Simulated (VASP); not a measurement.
# SiC (P1) in VASP: further runs

Runs on SiC. Level: PBE. Tasks: single point.

All numbers are computed with VASP 6.6.1; they aren't measurements. Logs are shortened: lines on timing, memory, paths and dates and some standing lists are left out, and cuts for length are marked.

## 1. The cell of the first run

The typed cell holds 4 atoms: a = 3.076 Å, b = 3.076 Å, c = 5.048 Å, α = 90.00°, β = 90.00°, γ = 120.00°.

## 2. Single point, PBE (atom 1 (Si) moved by (-0.200, -0.200) A along [1 1 0] and z)

The input, INCAR:

```
SYSTEM = SiC
ALGO = Normal ; EDIFF = 1E-6
ENCUT = 520 ; GGA = PE
ISIF = 2 ; ISMEAR = 0
LASPH = .True. ; LCHARG = .False.
LREAL = .False. ; LWAVE = .False.
NBANDS = 16 ; NELM = 80
PREC = Accurate ; SIGMA = 0.05
```

The input, KPOINTS:

```
k-points
0
Gamma
  6 6 4
  0 0 0
```

The input, POSCAR:

```
SiC
1.0
    3.0759982064      0.0000000000      0.0000000000
   -1.5379991032      2.6638925888      0.0000000000
    0.0000000000      0.0000000000      5.0480000000
Si C
2 2
Direct
    0.2608134554      0.6135784315     -0.0396196513
    0.6666666667      0.3333333333      0.5000000000
    0.3333333333      0.6666666667      0.3850000000
    0.6666666667      0.3333333333      0.8850000000
```

Potentials or basis: VASP PAW PBE potentials, release 64 (Si, C).

Run with:

```sh
cat potpaw_PBE.64/Si/POTCAR potpaw_PBE.64/C/POTCAR > POTCAR
mpirun -np 1 vasp_std > vasp.out
```

OUTCAR:

```text
SYSTEM = SiC
   EDIFF = 1E-6
   ENCUT = 520
   GGA = PE
   ISIF = 2
   ISMEAR = 0
   LASPH = .True.
   LREAL = .False.
   NELM = 80
   PREC = Accurate

 ion  position               nearest neighbor table
   1  0.261  0.614  0.960-   4 1.63   4 1.88   4 1.96   3 2.15   2 2.81   2 2.96   2 3.02
   2  0.667  0.333  0.500-   3 1.87   3 1.87   3 1.87   4 1.94   1 2.81   1 2.96   1 3.02
   3  0.333  0.667  0.385-   2 1.87   2 1.87   2 1.87   1 2.15
   4  0.667  0.333  0.885-   1 1.63   1 1.88   2 1.94   1 1.96

  LATTYP: Found a hexagonal cell.
 ALAT       =     3.0759982064
 C/A-ratio  =     1.6410932846

  Lattice vectors:

 A1 = (   3.0759982064,   0.0000000000,   0.0000000000)
 A2 = (  -1.5379991032,   2.6638925888,   0.0000000000)
 A3 = (   0.0000000000,   0.0000000000,   5.0480000000)

Analysis of symmetry for initial positions (statically):
=====================================================================
 Subroutine PRICEL returns:
 Original cell was already a primitive cell.

 Routine SETGRP: Setting up the symmetry group for a
 hexagonal supercell.

 Subroutine GETGRP returns: Found  1 space group operations
 (whereof  1 operations were pure point group operations)
 out of a pool of 24 trial point group operations.

The static configuration has the point symmetry C_1 .

Analysis of symmetry for dynamics (positions and initial velocities):
=====================================================================
 Subroutine PRICEL returns:
 Original cell was already a primitive cell.

 Routine SETGRP: Setting up the symmetry group for a
 hexagonal supercell.

 Subroutine GETGRP returns: Found  1 space group operations
 (whereof  1 operations were pure point group operations)
 out of a pool of 24 trial point group operations.

The dynamic configuration has the point symmetry C_1 .

 Subroutine INISYM returns: Found  1 space group operations
 (whereof  1 operations are pure point group operations),
 and found     1 'primitive' translations

----------------------------------------------------------------------------------------

                                     Primitive cell

  volume of cell :      41.3640

  direct lattice vectors                    reciprocal lattice vectors
     3.075998206  0.000000000  0.000000000     0.325097719  0.187695255  0.000000000
    -1.537999103  2.663892589  0.000000000     0.000000000  0.375390511  0.000000000
     0.000000000  0.000000000  5.048000000     0.000000000  0.000000000  0.198098257

  length of vectors
     3.075998206  3.075998206  5.048000000     0.375390511  0.375390511  0.198098257

  position of ions in fractional coordinates (direct lattice)
     0.260813455  0.613578432  0.960380349
     0.666666667  0.333333333  0.500000000
     0.333333333  0.666666667  0.385000000
     0.666666667  0.333333333  0.885000000

  ion indices of the primitive-cell ions
   primitive index   ion index
                 1           1
                 2           2
                 3           3
                 4           4

----------------------------------------------------------------------------------------

 KPOINTS: k-points

Automatic generation of k-mesh.
 Grid dimensions read from file:
 generate k-points for:    6    6    4

 Generating k-lattice:

  Cartesian coordinates                     Fractional coordinates (reciprocal lattice)
     0.054182953  0.031282543  0.000000000     0.166666667 -0.000000000  0.000000000
     0.000000000  0.062565085  0.000000000     0.000000000  0.166666667  0.000000000
     0.000000000  0.000000000  0.049524564     0.000000000  0.000000000  0.250000000

  Length of vectors
     0.062565085  0.062565085  0.049524564

  Shift w.r.t. Gamma in fractional coordinates (k-lattice)
     0.000000000  0.000000000  0.000000000

 Subroutine IBZKPT returns following result:
 ===========================================

 Found     76 irreducible k-points:

 Following reciprocal coordinates:
            Coordinates               Weight
  0.000000  0.000000  0.000000      1.000000
  0.166667 -0.000000  0.000000      2.000000
  0.000000  0.166667  0.000000      2.000000
 -0.166667  0.166667  0.000000      2.000000
  0.333333 -0.000000  0.000000      2.000000
  0.000000  0.333333  0.000000      2.000000
[... 16 lines left out ...]
  0.000000  0.166667  0.250000      2.000000
 -0.166667  0.166667  0.250000      2.000000
 [... further k-points ...]
   k-points           NKPTS =     76   k-points in BZ     NKDIM =     76   number of bands    NBANDS=     16
   number of dos      NEDOS =    301   number of ions     NIONS =      4
   total plane-waves  NPLWV =  23040
   dimension x,y,z NGX =    24 NGY =   24 NGZ =   40
   dimension x,y,z NGXF=    48 NGYF=   48 NGZF=   80
   ions per type =               2   2
   NGX,Y,Z   is equivalent  to a cutoff of  12.97, 12.97, 13.17 a.u.
   NGXF,Y,Z  is equivalent  to a cutoff of  25.94, 25.94, 26.35 a.u.
 SYSTEM =  SiC
   PREC   = accura    normal or accurate (medium, high low for compatibility)
   ISTART =      0    job   : 0-new  1-cont  2-samecut
   ICHARG =      2    charge: 1-file 2-atom 10-const
   ISPIN  =      1    spin polarized calculation?
   LNONCOLLINEAR =      F non collinear calculations
   LSORBIT =      F    spin-orbit coupling
   LASPH  =      T    aspherical Exc in radial PAW
   ENCUT  =  520.0 eV  38.22 Ry    6.18 a.u.   5.72  5.72  9.39*2*pi/ulx,y,z
   NELM   =     80;   NELMIN=  2; NELMDL= -5     # of ELM steps
   EDIFF  = 0.1E-05   stopping-criterion for ELM
   LREAL  =      F    real-space projection
   EDIFFG = 0.1E-04   stopping-criterion for IOM
   NSW    =      0    number of steps for IOM
   IBRION =     -1    ionic relax: 0-MD 1-quasi-New 2-CG
   NFREE  =      0    steps in history (QN), initial steepest desc. (CG)
   ISIF   =      2    stress and relaxation
   ISYM   =      2    0-nonsym 1-usesym 2-fastsym
   POTIM  = 0.5000    time-step for ionic-motion
   TEBEG  =    0.0;   TEEND  =   0.0 temperature during run
   PSTRESS=    0.0 pullay stress
   NELECT =      16.0000    total number of electrons
   NUPDOWN=      -1.0000    fix difference up-down
   EMIN   =  10.00;   EMAX   =-10.00  energy-range for DOS
   EFERMI =   0.00;   METHOD = LEGACY
   ISMEAR =     0;   SIGMA  =   0.05  broadening in eV -4-tet -1-fermi 0-gaus
   EFERMI_NEDOS =   21; number of points for ismear=-14 and -15
   IALGO  =     38    algorithm
   IMIX   =      4    mixing-type and parameters
     AMIX     =   0.40;   BMIX     =  1.00
     AMIX_MAG =   1.60;   BMIX_MAG =  1.00
  volume/ion in A,a.u.               =      10.34        69.78
  Fermi-wavevector in a.u.,A,eV,Ry     =   1.192818  2.254099 19.358564  1.422814
  Thomas-Fermi vector in A             =   2.328847
   LORBIT       =      0    0 simple, 1 ext, 2 COOP (PROOUT), +10 PAW based schemes
   GGA     = PE    functional components
   LHFCALC =     F    Hartree Fock is set to
   AEXX    =    0.0000 exact exchange contribution
   IVDW    =     0    specifies the selected vdW correction
   LEPSILON=     F    determine dielectric tensor
   LRPA    =     F    only Hartree local field effects (RPA)
 non-spin polarized calculation
 Gauss-broadening in eV      SIGMA  =   0.05
  energy-cutoff  :      520.00
  volume of cell :       41.36
 maximum number of plane-waves:      1132
   NGX = 11   NGY = 11   NGZ = 19

 number of electron      16.0000000 magnetization

 Free energy of the ion-electron system (eV)
  ---------------------------------------------------
  ext. energy  EPLUGINS =         0.00000000
  ---------------------------------------------------
  free energy    TOTEN  =       -28.88738371 eV

  energy without entropy =      -28.88738371  energy(sigma->0) =      -28.88738371

 E-fermi :   9.1061     XC(G=0): -11.3392

 val. band max:        8.8935751108   @ k =   0.0000   0.0000   0.0000
 cond. band min:      10.5114694011   @ k =   0.0000   0.5000   0.0000
 fundamental gap:      1.6178942903
 Fermi energy:         9.1060599370

 k-point     1 :       0.0000    0.0000    0.0000
  band No.  band energies     occupation
      1      -7.5457      2.00000
      2      -3.9062      2.00000
      3      -0.0209      2.00000
      4       5.5431      2.00000
      5       6.9530      2.00000
      6       8.0590      2.00000
[... 8 lines left out ...]
     15      17.2997      0.00000
     16      19.6410      0.00000

 k-point     2 :       0.1667   -0.0000    0.0000
  band No.  band energies     occupation
      1      -7.0655      2.00000
      2      -3.4947      2.00000
      3       0.4320      2.00000
      4       3.8035      2.00000
      5       6.1571      2.00000
      6       6.4002      2.00000
[... 8 lines left out ...]
     15      17.6160      0.00000
     16      18.1709      0.00000

 k-point     3 :       0.0000    0.1667    0.0000
  band No.  band energies     occupation
      1      -7.0769      2.00000
      2      -3.4976      2.00000
      3       0.4209      2.00000
      4       4.3975      2.00000
      5       5.4014      2.00000
      6       6.6711      2.00000
[... 8 lines left out ...]
     15      17.7937      0.00000
     16      18.1836      0.00000

 k-point     4 :      -0.1667    0.1667    0.0000
  band No.  band energies     occupation
      1      -7.0735      2.00000
      2      -3.4959      2.00000
      3       0.4237      2.00000
      4       4.1203      2.00000
      5       5.7162      2.00000
      6       6.6460      2.00000
[... 8 lines left out ...]
     15      17.7911      0.00000
     16      18.2303      0.00000
[... 324 lines left out ...]
 k-point    22 :       0.1667   -0.0000    0.2500
  band No.  band energies     occupation
      1      -6.8222      2.00000
      2      -4.3107      2.00000
      3       1.7643      2.00000
      4       3.8805      2.00000
      5       5.9433      2.00000
      6       6.3271      2.00000
[... 8 lines left out ...]
     15      17.3056      0.00000
     16      18.7156      0.00000

 k-point    23 :       0.0000    0.1667    0.2500
  band No.  band energies     occupation
      1      -6.8346      2.00000
      2      -4.3135      2.00000
      3       1.7461      2.00000
      4       4.5074      2.00000
      5       5.5295      2.00000
      6       6.1574      2.00000
[... 8 lines left out ...]
     15      17.9650      0.00000
     16      18.9451      0.00000

 k-point    24 :      -0.1667    0.1667    0.2500
  band No.  band energies     occupation
      1      -6.8324      2.00000
      2      -4.3066      2.00000
      3       1.7057      2.00000
      4       4.2786      2.00000
      5       5.8022      2.00000
      6       6.2610      2.00000
[... 8 lines left out ...]
     15      17.8032      0.00000
     16      18.7643      0.00000

 [... further k-points ...]

------------------------ aborting loop because EDIFF is reached ----------------------------------------

  FORCE on cell =-STRESS in cart. coord.  units (eV):
  Direction    XX          YY          ZZ          XY          YZ          ZX
  --------------------------------------------------------------------------------------
  -------------------------------------------------------------------------------------
  Total        6.6463522      1.7820900     -0.2511628      2.9303349      0.7927857      1.3891644
  in kB      257.4374962     69.0268551     -9.7284506    113.5025726     30.7074852     53.8074088
  external PRESSURE =     105.5786336 kB  Pullay stress =       0.0000000 kB

 VOLUME and BASIS-vectors are now :
 -----------------------------------------------------------------------------
  energy-cutoff  :      520.00
  volume of cell :       41.36
      direct lattice vectors                 reciprocal lattice vectors
     3.075998206  0.000000000  0.000000000     0.325097719  0.187695255  0.000000000
    -1.537999103  2.663892589  0.000000000     0.000000000  0.375390511  0.000000000
     0.000000000  0.000000000  5.048000000     0.000000000  0.000000000  0.198098257

 POSITION                                       TOTAL-FORCE (eV/Angst)
 -----------------------------------------------------------------------------------
     -0.14142      1.63451      4.84800         5.857412      4.148261      4.622928
      1.53800      0.88796      2.52400        -0.076091     -0.071582     -0.951588
     -0.00000      1.77593      1.94348        -0.238159     -0.250853     -1.006904
      1.53800      0.88796      4.46748        -5.543162     -3.825826     -2.664435
 -----------------------------------------------------------------------------------
    total drift:                                0.000446      0.000330      0.000980

  FREE ENERGIE OF THE ION-ELECTRON SYSTEM (eV)
  ---------------------------------------------------
  free  energy   TOTEN  =       -28.8873837123 eV

  energy  without entropy=      -28.8873837123  energy(sigma->0) =      -28.88738371
```

Wall time 31 s (1 thread of AMD EPYC 7R43 (Zen 3), shared host); peak memory 0.14 GiB.

Results:

* Free energy: -28.8874 eV
* Pressure: 10.6 GPa
* Largest force: 8.537 eV/Å
* Band gap on the k mesh: 1.62 eV, indirect (least direct gap 3.69 eV)

Forces on the atoms (eV/Å):
```
Si   5.857  4.148  4.623
Si  -0.076 -0.072 -0.952
C   -0.238 -0.251 -1.007
C   -5.543 -3.826 -2.664
```

Levels at points of the mesh, in eV from the valence-band top:
```
           k point  band 4  band 5  band 6  band 7  band 8  band 9  band 10  band 11  band 12  band 13
(0.00, 0.00, 0.00)   -3.35   -1.94   -0.83   -0.61    0.00    3.74     5.33     5.45     6.45     7.12
(0.50, 0.00, 0.00)   -7.37   -5.41   -4.11   -3.78   -1.91    2.09     4.03     6.27     7.16     8.53
(0.00, 0.50, 0.00)   -6.94   -5.84   -4.67   -3.12   -2.14    1.62     3.75     6.05     7.12     8.56
(0.50, 0.50, 0.00)   -7.05   -5.74   -4.39   -3.27   -2.06    1.63     3.73     5.99     7.23     8.79
(0.00, 0.00, 0.50)   -4.29   -3.12   -1.65   -1.00   -0.95    4.50     5.35     5.55     6.81     6.95
(0.50, 0.00, 0.50)   -8.61   -3.66   -2.95   -2.68   -2.00    2.13     2.61     4.19     4.65     9.71
(0.00, 0.50, 0.50)   -8.44   -4.44   -3.09   -2.70   -2.10    2.33     2.73     4.22     4.54     9.58
(0.50, 0.50, 0.50)   -8.49   -4.14   -3.07   -2.68   -2.06    2.24     2.64     4.15     4.56     9.62
```

Caveat: the cell differs from its parent crystal (atom 1 (Si) moved by (-0.200, -0.200) A along [1 1 0] and z); forces of over 1 eV/Å act on the atoms, so gaps and moduli don't describe the material at rest.

(Part 1 of 2 ends here.)
